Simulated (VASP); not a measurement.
# Si3Bi2TeSe2 (I4/mmm) in VASP: single point with PBE

Aim: the single point of Si3Bi2TeSe2 with PBE.

Program: VASP 6.6.1. These are calculated values, not measurements. Logs are shortened: lines on timing, memory, paths and dates and some standing lists are left out, and cuts for length are marked.

## (1) The cell of the first run

The structure is tetragonal, space group I4/mmm (No. 139). The conventional cell has a = 5.888 Å, b = 5.888 Å, c = 11.399 Å, α = 90.00°, β = 90.00°, γ = 90.00°. Within 3.5 Å of Si (site symmetry 4mm) lie 1 Si at 2.64 Å and 4 Bi at 2.95 Å and 1 Te at 3.06 Å. Si (site symmetry 4/mmm) has 2 Si at 2.64 Å and 4 Se at 2.94 Å within 3.5 Å. Within 3.8 Å of Bi (site symmetry -4m2) lie 2 Se at 2.85 Å and 4 Si at 2.95 Å. Te (site symmetry 4/mmm) has 4 Se at 2.94 Å and 2 Si at 3.06 Å within 3.9 Å. Within 3.8 Å of Se (site symmetry mmm) lie 2 Bi at 2.85 Å and 2 Si at 2.94 Å and 2 Te at 2.94 Å.

## (2) Single point, PBE

Contents of INCAR:

```
PREC = Accurate
ENCUT = 500
EDIFF = 1E-6
ISMEAR = 0
SIGMA = 0.15
LREAL = False
LASPH = True
NELM = 120
ALGO = Normal
ISIF = 2
LWAVE = False
LCHARG = False
GGA = PE
NBANDS = 40
GGA_COMPAT = False
```

Contents of KPOINTS:

```
Automatic mesh
0
Gamma
  3 3 3
```

Contents of POSCAR:

```
Si3Bi2TeSe2
1.0
   -2.9440879167      2.9440879167      5.6995173729
    2.9440879167     -2.9440879167      5.6995173729
    2.9440879167      2.9440879167     -5.6995173729
Si Bi Te Se
3 2 1 2
Direct
    0.2315442682      0.2315442682      0.0000000000
    0.7684557318      0.7684557318      0.0000000000
    0.0000000000      0.0000000000      0.0000000000
    0.2500000000      0.7500000000      0.5000000000
    0.7500000000      0.2500000000      0.5000000000
    0.5000000000      0.5000000000      0.0000000000
    0.9999966649      0.4999966649      0.5000000000
    0.5000033351      0.0000033351      0.5000000000
```

Potentials or basis: VASP PAW PBE potentials, release 64 (Si, Bi_d, Te, Se).

Run with:

```sh
$ cat potpaw_PBE.64/Si/POTCAR potpaw_PBE.64/Bi_d/POTCAR potpaw_PBE.64/Te/POTCAR potpaw_PBE.64/Se/POTCAR > POTCAR
$ mpirun -np 1 vasp_std > vasp.out
```

OUTCAR:

```text
PREC = Accurate
   ENCUT = 500
   EDIFF = 1E-6
   ISMEAR = 0
   LREAL = False
   LASPH = True
   NELM = 120
   ISIF = 2
   GGA = PE

 ion  position               nearest neighbor table
   1  0.232  0.232  0.000-   3 2.64   4 2.95   5 2.95   4 2.95   5 2.95   6 3.06
   2  0.768  0.768  0.000-   3 2.64   4 2.95   5 2.95   5 2.95   4 2.95   6 3.06
   3  0.000  0.000  0.000-   1 2.64   2 2.64   8 2.94   7 2.94   8 2.94   7 2.94
   4  0.250  0.750  0.500-   7 2.85   8 2.85   2 2.95   1 2.95   2 2.95   1 2.95
   5  0.750  0.250  0.500-   7 2.85   8 2.85   2 2.95   1 2.95   2 2.95   1 2.95
   6  0.500  0.500  0.000-   8 2.94   7 2.94   8 2.94   7 2.94   2 3.06   1 3.06
   7  1.000  0.500  0.500-   5 2.85   4 2.85   6 2.94   3 2.94   3 2.94   6 2.94
   8  0.500  0.000  0.500-   5 2.85   4 2.85   3 2.94   6 2.94   6 2.94   3 2.94

  LATTYP: Found a body centered tetragonal cell.
 ALAT       =     5.8881758334
 C/A-ratio  =     1.9359195561

  Lattice vectors:

 A1 = (  -2.9440879167,   2.9440879167,   5.6995173729)
 A2 = (   2.9440879167,  -2.9440879167,   5.6995173729)
 A3 = (   2.9440879167,   2.9440879167,  -5.6995173729)

Analysis of symmetry for initial positions (statically):
=====================================================================
 Subroutine PRICEL returns:
 Original cell was already a primitive cell.

 Routine SETGRP: Setting up the symmetry group for a
 body centered tetragonal supercell.

 Subroutine GETGRP returns: Found 16 space group operations
 (whereof 16 operations were pure point group operations)
 out of a pool of 16 trial point group operations.

The static configuration has the point symmetry D_4h.

Analysis of symmetry for dynamics (positions and initial velocities):
=====================================================================
 Subroutine PRICEL returns:
 Original cell was already a primitive cell.

 Routine SETGRP: Setting up the symmetry group for a
 body centered tetragonal supercell.

 Subroutine GETGRP returns: Found 16 space group operations
 (whereof 16 operations were pure point group operations)
 out of a pool of 16 trial point group operations.

The dynamic configuration has the point symmetry D_4h.

 Subroutine INISYM returns: Found 16 space group operations
 (whereof 16 operations are pure point group operations),
 and found     1 'primitive' translations

----------------------------------------------------------------------------------------

                                     Primitive cell

  volume of cell :     197.6058

  direct lattice vectors                    reciprocal lattice vectors
    -2.944087917  2.944087917  5.699517373     0.000000000  0.169831885  0.087726726
     2.944087917 -2.944087917  5.699517373     0.169831885  0.000000000  0.087726726
     2.944087917  2.944087917 -5.699517373     0.169831885  0.169831885  0.000000000

  length of vectors
     7.058314643  7.058314643  7.058314643     0.191151374  0.191151374  0.240178555

  position of ions in fractional coordinates (direct lattice)
     0.231544268  0.231544268  0.000000000
     0.768455732  0.768455732  0.000000000
     0.000000000  0.000000000  0.000000000
     0.250000000  0.750000000  0.500000000
     0.750000000  0.250000000  0.500000000
     0.500000000  0.500000000  0.000000000
     0.999996665  0.499996665  0.500000000
     0.500003335  0.000003335  0.500000000

  ion indices of the primitive-cell ions
   primitive index   ion index
                 1           1
                 2           2
                 3           3
                 4           4
                 5           5
                 6           6
                 7           7
                 8           8

----------------------------------------------------------------------------------------

 KPOINTS: Automatic mesh

Automatic generation of k-mesh.
 Grid dimensions read from file:
 generate k-points for:    3    3    3

 Generating k-lattice:

  Cartesian coordinates                     Fractional coordinates (reciprocal lattice)
     0.000000000  0.056610628  0.029242242     0.333333333  0.000000000  0.000000000
     0.056610628  0.000000000  0.029242242     0.000000000  0.333333333  0.000000000
     0.056610628  0.056610628  0.000000000     0.000000000  0.000000000  0.333333333

  Length of vectors
     0.063717125  0.063717125  0.080059518

  Shift w.r.t. Gamma in fractional coordinates (k-lattice)
     0.000000000  0.000000000  0.000000000

 Subroutine IBZKPT returns following result:
 ===========================================

 Found      6 irreducible k-points:

 Following reciprocal coordinates:
            Coordinates               Weight
  0.000000  0.000000  0.000000      1.000000
  0.333333  0.000000  0.000000      8.000000
  0.333333  0.333333  0.000000      8.000000
 -0.333333  0.333333  0.000000      4.000000
 -0.333333  0.333333  0.333333      4.000000
 -0.333333 -0.333333  0.333333      2.000000
   k-points           NKPTS =      6   k-points in BZ     NKDIM =      6   number of bands    NBANDS=     40
   number of dos      NEDOS =    301   number of ions     NIONS =      8
   total plane-waves  NPLWV = 157464
   dimension x,y,z NGX =    54 NGY =   54 NGZ =   54
   dimension x,y,z NGXF=   108 NGYF=  108 NGZF=  108
   ions per type =               3   2   1   2
   NGX,Y,Z   is equivalent  to a cutoff of  12.72, 12.72, 12.72 a.u.
   NGXF,Y,Z  is equivalent  to a cutoff of  25.44, 25.44, 25.44 a.u.
 SYSTEM =  unknown system
   PREC   = accura    normal or accurate (medium, high low for compatibility)
   ISTART =      0    job   : 0-new  1-cont  2-samecut
   ICHARG =      2    charge: 1-file 2-atom 10-const
   ISPIN  =      1    spin polarized calculation?
   LNONCOLLINEAR =      F non collinear calculations
   LSORBIT =      F    spin-orbit coupling
   LASPH  =      T    aspherical Exc in radial PAW
   ENCUT  =  500.0 eV  36.75 Ry    6.06 a.u.  12.87 12.87 12.87*2*pi/ulx,y,z
   NELM   =    120;   NELMIN=  2; NELMDL= -5     # of ELM steps
   EDIFF  = 0.1E-05   stopping-criterion for ELM
   LREAL  =      F    real-space projection
   EDIFFG = 0.1E-04   stopping-criterion for IOM
   NSW    =      0    number of steps for IOM
   IBRION =     -1    ionic relax: 0-MD 1-quasi-New 2-CG
   NFREE  =      0    steps in history (QN), initial steepest desc. (CG)
   ISIF   =      2    stress and relaxation
   ISYM   =      2    0-nonsym 1-usesym 2-fastsym
   POTIM  = 0.5000    time-step for ionic-motion
   TEBEG  =    0.0;   TEEND  =   0.0 temperature during run
   PSTRESS=    0.0 pullay stress
   NELECT =      60.0000    total number of electrons
   NUPDOWN=      -1.0000    fix difference up-down
   EMIN   =  10.00;   EMAX   =-10.00  energy-range for DOS
   EFERMI =   0.00;   METHOD = LEGACY
   ISMEAR =     0;   SIGMA  =   0.15  broadening in eV -4-tet -1-fermi 0-gaus
   EFERMI_NEDOS =   21; number of points for ismear=-14 and -15
   IALGO  =     38    algorithm
   IMIX   =      4    mixing-type and parameters
     AMIX     =   0.40;   BMIX     =  1.00
     AMIX_MAG =   1.60;   BMIX_MAG =  1.00
  volume/ion in A,a.u.               =      24.70       166.69
  Fermi-wavevector in a.u.,A,eV,Ry     =   1.100336  2.079334 16.473112  1.210740
  Thomas-Fermi vector in A             =   2.236746
   LORBIT       =      0    0 simple, 1 ext, 2 COOP (PROOUT), +10 PAW based schemes
   GGA     = PE    functional components
   LHFCALC =     F    Hartree Fock is set to
   AEXX    =    0.0000 exact exchange contribution
   IVDW    =     0    specifies the selected vdW correction
   LEPSILON=     F    determine dielectric tensor
   LRPA    =     F    only Hartree local field effects (RPA)
 non-spin polarized calculation
 Gauss-broadening in eV      SIGMA  =   0.15
  energy-cutoff  :      500.00
  volume of cell :      197.61
 maximum number of plane-waves:      5033
 NGX is ok and might be reduce to    54
   NGX = 25   NGY = 25   NGZ = 25

 number of electron      60.0000001 magnetization

 Free energy of the ion-electron system (eV)
  ---------------------------------------------------
  ext. energy  EPLUGINS =         0.00000000
  ---------------------------------------------------
  free energy    TOTEN  =       -31.72417196 eV

  energy without entropy =      -31.64581551  energy(sigma->0) =      -31.68499374

 E-fermi :   6.5550     XC(G=0):  -9.9044

 val. band max:        6.4918427724   @ k =  -0.3333   0.3333   0.0000
 cond. band min:       6.6031464509   @ k =   0.3333   0.3333   0.0000
 fundamental gap:      0.1113036785
 Fermi energy:         6.5550452834

 k-point     1 :       0.0000    0.0000    0.0000
  band No.  band energies     occupation
      1     -16.5144      2.00000
      2     -16.4915      2.00000
      3     -16.4339      2.00000
      4     -16.4339      2.00000
      5     -16.4273      2.00000
      6     -16.4273      2.00000
[... 32 lines left out ...]
     39      11.5851      0.00000
     40      11.5851      0.00000

 k-point     2 :       0.3333    0.0000    0.0000
  band No.  band energies     occupation
      1     -16.5084      2.00000
      2     -16.4969      2.00000
      3     -16.4324      2.00000
      4     -16.4323      2.00000
      5     -16.4290      2.00000
      6     -16.4289      2.00000
[... 32 lines left out ...]
     39      10.5919      0.00000
     40      11.0096      0.00000

 k-point     3 :       0.3333    0.3333    0.0000
  band No.  band energies     occupation
      1     -16.5035      2.00000
      2     -16.5021      2.00000
      3     -16.4342      2.00000
      4     -16.4331      2.00000
      5     -16.4284      2.00000
      6     -16.4271      2.00000
[... 32 lines left out ...]
     39      10.0780      0.00000
     40      10.7483      0.00000

 k-point     4 :      -0.3333    0.3333    0.0000
  band No.  band energies     occupation
      1     -16.5082      2.00000
      2     -16.4973      2.00000
      3     -16.4347      2.00000
      4     -16.4326      2.00000
      5     -16.4287      2.00000
      6     -16.4268      2.00000
[... 32 lines left out ...]
     39       9.8958      0.00000
     40      10.1323      0.00000

 k-point     5 :      -0.3333    0.3333    0.3333
  band No.  band energies     occupation
      1     -16.5035      2.00000
      2     -16.5018      2.00000
      3     -16.4320      2.00000
      4     -16.4319      2.00000
      5     -16.4293      2.00000
      6     -16.4292      2.00000
[... 32 lines left out ...]
     39      10.3988      0.00000
     40      11.4451      0.00000

 k-point     6 :      -0.3333   -0.3333    0.3333
  band No.  band energies     occupation
      1     -16.5093      2.00000
      2     -16.4965      2.00000
      3     -16.4335      2.00000
      4     -16.4335      2.00000
      5     -16.4276      2.00000
      6     -16.4276      2.00000
[... 32 lines left out ...]
     39      10.8325      0.00000
     40      10.9191      0.00000

------------------------ aborting loop because EDIFF is reached ----------------------------------------

  FORCE on cell =-STRESS in cart. coord.  units (eV):
  Direction    XX          YY          ZZ          XY          YZ          ZX
  --------------------------------------------------------------------------------------
  -------------------------------------------------------------------------------------
  Total       -0.0603037     -0.0603037      0.5213302      0.0000000      0.0000000      0.0000000
  in kB       -0.4889392     -0.4889392      4.2269179      0.0000000      0.0000000      0.0000000
  external PRESSURE =       1.0830132 kB  Pullay stress =       0.0000000 kB

 VOLUME and BASIS-vectors are now :
 -----------------------------------------------------------------------------
  energy-cutoff  :      500.00
  volume of cell :      197.61
      direct lattice vectors                 reciprocal lattice vectors
    -2.944087917  2.944087917  5.699517373     0.000000000  0.169831885  0.087726726
     2.944087917 -2.944087917  5.699517373     0.169831885  0.000000000  0.087726726
     2.944087917  2.944087917 -5.699517373     0.169831885  0.169831885  0.000000000

 POSITION                                       TOTAL-FORCE (eV/Angst)
 -----------------------------------------------------------------------------------
      0.00000      0.00000      2.63938        -0.000000     -0.000000     -0.014103
      0.00000      0.00000      8.75965        -0.000000     -0.000000      0.014103
      0.00000      0.00000      0.00000         0.000000      0.000000     -0.000000
      2.94409     -0.00000      2.84976         0.000000      0.000000     -0.000000
     -0.00000      2.94409      2.84976         0.000000      0.000000      0.000000
      0.00000      0.00000      5.69952         0.000000      0.000000     -0.000000
      0.00000      2.94409      5.69948        -0.000000     -0.000000     -0.000000
      0.00000      2.94409      0.00004         0.000000      0.000000      0.000000
 -----------------------------------------------------------------------------------
    total drift:                                0.000000     -0.000000     -0.000000

  FREE ENERGIE OF THE ION-ELECTRON SYSTEM (eV)
  ---------------------------------------------------
  free  energy   TOTEN  =       -31.7241719595 eV

  energy  without entropy=      -31.6458155146  energy(sigma->0) =      -31.68499374
```

Wall time 2.3 min (1 thread of Intel Xeon 6975P-C, shared host); peak memory 0.41 GiB.

What came out:

| Property | Result |
| --- | --- |
| Free energy | -31.7242 eV |
| Pressure | 0.1 GPa |
| Largest force | 0.014 eV/Å |
| Band gap on the k mesh | zero (band 30 reaches 7.16 eV, above the bottom of band 31 at 6.48 eV) |

Forces in eV/Å, atoms in the order of the input:
```
Si   0.000  0.000 -0.014
Si   0.000  0.000  0.014
Si   0.000  0.000  0.000
Bi   0.000  0.000  0.000
Bi   0.000  0.000  0.000
Te   0.000  0.000  0.000
Se   0.000  0.000  0.000
Se   0.000  0.000  0.000
```

Stress tensor (GPa, compression positive):
```
-0.05  0.00  0.00
 0.00 -0.05  0.00
 0.00  0.00  0.42
```

Levels at points of the mesh, in eV from the Fermi level:
| k point | band 26 | band 27 | band 28 | band 29 | band 30 | band 31 | band 32 | band 33 | band 34 | band 35 |
| --- | --- | --- | --- | --- | --- | --- | --- | --- | --- | --- |
| (0.00, 0.00, 0.00) | -2.14 | -1.40 | -1.23 | -1.23 | 0.61 | 0.63 | 1.56 | 2.39 | 2.63 | 2.63 |

Caveat: the k points lie up to 0.50 Å⁻¹ apart; spin-orbit coupling is left out, which moves the levels of the heavy elements.
